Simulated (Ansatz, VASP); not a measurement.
**Mg2C in VASP and in Ansatz**

Contents of INCAR:

```
SYSTEM = Mg2C
ALGO = Normal
EDIFF = 1E-6
EDIFFG = -0.01
ENCUT = 600
GGA = PE
IBRION = 2
ISIF = 3
ISMEAR = 0
LASPH = .True.
LCHARG = .False.
LREAL = .False.
LWAVE = .False.
NELM = 80
NSW = 100
PREC = Accurate
SIGMA = 0.1
```

KPOINTS

```
k-points
0
Gamma
  16 16 16
  0 0 0
```

File POSCAR:

```
Mg2C
1.0
   -2.1174829098      2.1174829098      3.0690716903
    2.1174829098     -2.1174829098      3.0690716903
    2.1174829098      2.1174829098     -3.0690716903
Mg C
2 1
Direct
    0.5000000000      0.0000000000      0.5000000000
    0.0000000000      0.5000000000      0.5000000000
    0.5000000000      0.5000000000      0.0000000000
```

Input for Ansatz:

```yaml
crystal:
  lattice:
    - [-2.1174829098, 2.1174829098, 3.0690716903]
    - [2.1174829098, -2.1174829098, 3.0690716903]
    - [2.1174829098, 2.1174829098, -3.0690716903]
  atoms:
    - { symbol: Mg, position: [0.5, 0.0, 0.5] }
    - { symbol: Mg, position: [0.0, 0.5, 0.5] }
    - { symbol: C, position: [0.5, 0.5, 0.0] }
basis:
  ecutwfc: 420
kpoints:
  mp_grid: { grid: [16, 16, 16] }
hamiltonian:
  xc: pbe
scf:
  occupations: { method: gaussian, width: 0.1 }
output:
  forces: true
  stress: true
  eigenvalues: true
  write_density: true
  write_potential: true
  elf: true
  volumetric_format: npy
relax:
  adjacent_minimum: "off"
  f_tol: 0.01
  max_steps: 80
  cell: { stress_tol: 0.05 }
```

Alike in both runs: task relaxation of cell and atoms; functional PBE; k mesh 16 × 16 × 16; occupations gaussian, width 0.1 eV; no spin polarisation.

|  | VASP | Ansatz |
| --- | --- | --- |
| version | VASP 6.6.1 | Ansatz 0.2.0 |
| potentials or method | VASP PAW PBE potentials, release 64 (Mg, C), cutoff 600 eV | scalar-relativistic, plane waves, PAW |
| valence electrons in the cell | 8 | 24 |

```csv
,VASP,Ansatz,Ansatz less VASP
"gap on the k mesh at the Fermi level, each at its own relaxed structure (eV)",none,none,-
relaxed volume (Å³/atom),18.29,18.33,+0.041
relaxed length of the cell vector where the two differ most in proportion (Å),4.281,4.286,+0.0048
```

A gap of «none» marks a metal or a gap that the smearing closes. VASP's potentials hold 8 valence electrons a cell and Ansatz's 24, so a difference there can come from the potentials and not from the codes.
